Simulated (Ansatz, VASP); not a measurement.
## Two plane-wave programs on K3TaO3

Contents of INCAR:

```
PREC = Accurate ; ENCUT = 520
EDIFF = 1E-6 ; ISMEAR = 0
SIGMA = 0.1 ; LREAL = False
LASPH = True ; NELM = 150
ALGO = Normal ; ISIF = 2
LWAVE = False ; LCHARG = True
ISPIN = 2 ; MAGMOM = 0 0 0 1 0 0 0
LORBIT = 11 ; LMAXMIX = 4
GGA = PE ; LELF = True
LVHAR = True ; NBANDS = 41
```

KPOINTS

```
regular mesh
0
Gamma
  4 4 2
```

The input POSCAR:

```
K3TaO3
1.0
    3.8880242527      0.0000000000      0.0000000000
    0.0000000000      3.8880242527      0.0000000000
    0.0000000000      0.0000000000     13.3889207910
K Ta O
3 1 3
Direct
    0.0000000000      0.0000000000      0.5346083880
    0.5000000000      0.5000000000      0.2218461699
    0.5000000000      0.5000000000      0.8369162659
    0.0000000000      0.0000000000      0.0227739635
    0.0000000000      0.0000000000      0.1579813331
    0.0000000000      0.5000000000      0.9879369398
    0.5000000000      0.0000000000      0.9879369398
```

Input for Ansatz:

```yaml
crystal:
  lattice:
    - [3.8880242527, 0.0, 0.0]
    - [0.0, 3.8880242527, 0.0]
    - [0.0, 0.0, 13.388920791]
  atoms:
    - { symbol: K, position: [0.0, 0.0, 0.534608388] }
    - { symbol: K, position: [0.5, 0.5, 0.2218461699] }
    - { symbol: K, position: [0.5, 0.5, 0.8369162659] }
    - { symbol: Ta, position: [0.0, 0.0, 0.0227739635], spin: 1.0 }
    - { symbol: O, position: [0.0, 0.0, 0.1579813331] }
    - { symbol: O, position: [0.0, 0.5, 0.9879369398] }
    - { symbol: O, position: [0.5, 0.0, 0.9879369398] }
basis:
  ecutwfc: 420
kpoints:
  mp_grid: { grid: [4, 4, 2] }
hamiltonian:
  xc: pbe
scf:
  occupations: { method: gaussian, width: 0.1 }
  lower_state_search: "off"
output:
  forces: true
  stress: true
  eigenvalues: true
  populations: true
magnetization:
  spin_polarized: true
```

Alike in both runs: task single point; functional PBE; k mesh 4 × 4 × 2; occupations gaussian, width 0.1 eV; collinear spin.

|  | VASP | Ansatz |
| --- | --- | --- |
| version | VASP 6.6.1 | Ansatz 0.2.0 |
| potentials or method | VASP PAW PBE potentials, release 64 (K_sv, Ta_pv, O), cutoff 520 eV | scalar-relativistic, plane waves, PAW |
| valence electrons in the cell | 56 | 58 |

```tsv
	VASP	Ansatz	Ansatz less VASP
gap on the k mesh at the Fermi level (eV)	none	none	-
pressure (GPa)	0.3	0.1	-0.24
traceless stress, the component that is largest in VASP (GPa)	0.23	0.11	-0.123
rms of the force components (eV/Å)	0.071	0.005	-0.0661
net moment per atom (μB)	0.00	0.00	0.000
```

Atom by atom the forces differ by 0.074 eV/Å (rms over components). A gap of «none» marks a metal or a gap that the smearing closes. With one functional, cell and mesh, what is left measures potentials, basis and numerics. VASP's potentials hold 56 valence electrons a cell and Ansatz's 58, so a difference there can come from the potentials and not from the codes. Ansatz's warnings: seeded moment not kept.

The k mesh is coarse, so the values compare programs but aren't converged. Neither program's run includes spin-orbit coupling.
